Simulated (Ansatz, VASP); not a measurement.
# One calculation of SbPt, two programs

The input INCAR:

```
ALGO     = Normal         # electronic algorithm
EDIFF    = 1E-7           # SCF threshold, eV
ENCUT    = 520            # plane-wave cutoff, eV
ISIF     = 2              # what is computed and relaxed
ISMEAR   = -1             # smearing method
LASPH    = T              # aspherical terms in the spheres
LCHARG   = F              # write CHGCAR
LREAL    = F              # projectors in reciprocal space
LWAVE    = F              # write WAVECAR
NBANDS   = 23             # bands
NELM     = 60             # most SCF steps
PREC     = Accurate       # precision mode
SIGMA    = 0.08           # smearing width, eV
```

Contents of KPOINTS:

```
k-points
0
Gamma
  11 11 8
```

POSCAR

```
SbPt
1.0
    4.2109987854      0.0000000000      0.0000000000
   -2.1054993927      3.6468319235      0.0000000000
    0.0000000000      0.0000000000      5.5793213643
Sb Pt
2 2
Direct
    0.3333333333      0.6666666667      0.2500000000
    0.6666666667      0.3333333333      0.7500000000
    0.0000000000      0.0000000000      0.0000000000
    0.0000000000      0.0000000000      0.5000000000
```

Input for Ansatz:

```yaml
crystal:
  lattice:
    - [4.2109987854, 0.0, 0.0]
    - [-2.1054993927, 3.6468319235, 0.0]
    - [0.0, 0.0, 5.5793213643]
  atoms:
    - { symbol: Sb, position: [0.3333333333, 0.6666666667, 0.25] }
    - { symbol: Sb, position: [0.6666666667, 0.3333333333, 0.75] }
    - { symbol: Pt, position: [0.0, 0.0, 0.0] }
    - { symbol: Pt, position: [0.0, 0.0, 0.5] }
kpoints:
  mp_grid: { grid: [11, 11, 8] }
  band_path:
    path:
      - [0.0, 0.0, 0.0]
      - [0.5, 0.0, 0.0]
      - [0.3333333333, 0.3333333333, 0.0]
      - [0.0, 0.0, 0.0]
      - [0.0, 0.0, 0.5]
      - [0.5, 0.0, 0.5]
      - [0.3333333333, 0.3333333333, 0.5]
      - [0.0, 0.0, 0.5]
      - [0.5, 0.0, 0.5]
    npoints: 5
scf:
  occupations: { method: fermi_dirac, width: 0.08 }
hamiltonian:
  xc: lda
  pseudopotentials: { kind: all_electron, lapw: { basis_error: 0.0005 } }
output:
  forces: true
  stress: true
  eigenvalues: true
```

Change from the starting cell: volume scaled by 1.06.

Alike in both runs: task single point; functional LDA; k mesh 11 × 11 × 8; occupations fermi-dirac, width 0.08 eV; no spin polarisation.

|  | VASP | Ansatz |
| --- | --- | --- |
| version | VASP 6.6.1 | Ansatz 0.2.0 |
| potentials or method | VASP PAW LDA potentials, release 64 (Sb, Pt), cutoff 520 eV | all-electron LAPW, scalar-relativistic |

VASP gave:

- pressure (GPa): -7.5
- traceless stress, the component that is largest in VASP (GPa): -1.29

Question: What did Ansatz give for the same quantities?

Answer: Pressure (GPa): -7.6; traceless stress, the component that is largest in VASP (GPa): -1.42.

LDA's correlation is that of Perdew and Zunger in VASP and of Perdew and Wang (1992) in Ansatz. Ansatz ran all-electron here, and VASP with PAW potentials.

Neither program's run includes spin-orbit coupling.
